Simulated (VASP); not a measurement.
The system is ZnF2.

```xyz
6
Lattice="4.7048 0.0000 0.0000 0.0000 4.7048 0.0000 0.0000 0.0000 3.1338" Properties=species:S:1:pos:R:3 pbc="T T T"
Zn    0.0000    0.0000    0.0000
Zn    2.3524    2.3524    1.5669
F     1.4227    1.4227    0.0000
F     0.9297    3.7751    1.5669
F     3.2821    3.2821    0.0000
F     3.7751    0.9297    1.5669
```

Base run:

| Item | Value |
| --- | --- |
| Program | VASP 6.6.1 |
| Functional | PBE |
| Potentials or basis | VASP PAW PBE potentials, release 64 (Zn, F) |
| Cutoff | 600 eV |
| k mesh | 6 × 6 × 8 |
| Occupations | gaussian, width 0.01 eV |
| Spin | no spin polarisation |
| Hubbard terms | Zn d U = 6.0 eV |

Its results: band gap on the k mesh 4.59 eV (least direct gap 4.77 eV); pressure -1.5 GPa; largest force 0.072 eV/Å.

Problem. The run is repeated on the same cell with these changes: hubbard terms from Zn d U = 6.0 eV to none. What comes out?

Solution. Band gap on the k mesh 3.48 eV; pressure 6.5 GPa; largest force 0.012 eV/Å.

The U term pushes filled and empty states of the shell apart.

Caveats: the cell stands under pressure (at least some runs).

A k mesh can miss the band edges.
